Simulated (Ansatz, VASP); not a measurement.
# Re: VASP beside Ansatz

File INCAR:

```
SYSTEM = Re
  ALGO = Normal
  EDIFF = 1E-6
  EDIFFG = -0.01
  ENCUT = 600
  GGA = RP
  IBRION = 2
  ISIF = 3
  ISMEAR = -1
  LASPH = .True.
  LCHARG = .False.
  LREAL = .False.
  LWAVE = .False.
  NELM = 100
  NSW = 60
  PREC = Accurate
  SIGMA = 0.05
```

The input KPOINTS:

```
k-points
0
Gamma
  11 11 6
  0 0 0
```

File POSCAR:

```
Re
1.0
    2.7608000000      0.0000000000      0.0000000000
   -1.3804000000      2.3909229348      0.0000000000
    0.0000000000      0.0000000000      4.4582000000
Re
2
Direct
    0.6666666667      0.3333333333      0.7500000000
    0.3333333333      0.6666666667      0.2500000000
```

File input.yaml:

```yaml
crystal:
  lattice:
    - [2.7608, 0.0, 0.0]
    - [-1.3804, 2.3909229348, 0.0]
    - [0.0, 0.0, 4.4582]
  atoms:
    - { symbol: Re, position: [0.6666666667, 0.3333333333, 0.75] }
    - { symbol: Re, position: [0.3333333333, 0.6666666667, 0.25] }
hamiltonian:
  xc: rpbe
  pseudopotentials: { kind: paw }
kpoints:
  mp_grid: { grid: [11, 11, 6] }
scf:
  occupations: { method: fermi_dirac, width: 0.05 }
output:
  forces: true
  stress: true
relax:
  f_tol: 0.01
  max_steps: 40
  cell: { stress_tol: 0.05 }
```

Alike in both runs: task relaxation of cell and atoms; functional RPBE; k mesh 11 × 11 × 6; occupations fermi-dirac, width 0.05 eV; no spin polarisation.

|  | VASP | Ansatz |
| --- | --- | --- |
| version | VASP 6.6.1 | Ansatz 0.2.0 |
| potentials or method | VASP PAW PBE potentials, release 64 (Re) | Ansatz PAW |
| plane-wave cutoff (eV) | 600 | 420 |
| valence electrons in the cell | 14 | 30 |

|  | VASP | Ansatz | Ansatz less VASP |
| --- | --- | --- | --- |
| relaxed volume (Å³/atom) | 15.09 | 15.11 | +0.025 |
| relaxed length of the cell vector where the two differ most in proportion (Å) | 4.496 | 4.502 | +0.0056 |

VASP's potentials were made for PBE, not for RPBE. VASP's potentials hold 14 valence electrons a cell and Ansatz's 30, so a difference there can come from the potentials and not from the codes.

Neither program's run includes spin-orbit coupling. Noted on Ansatz's run: the plane-wave basis is chosen anew once the cell has moved, so the energies of steps on either side of that aren't comparable.
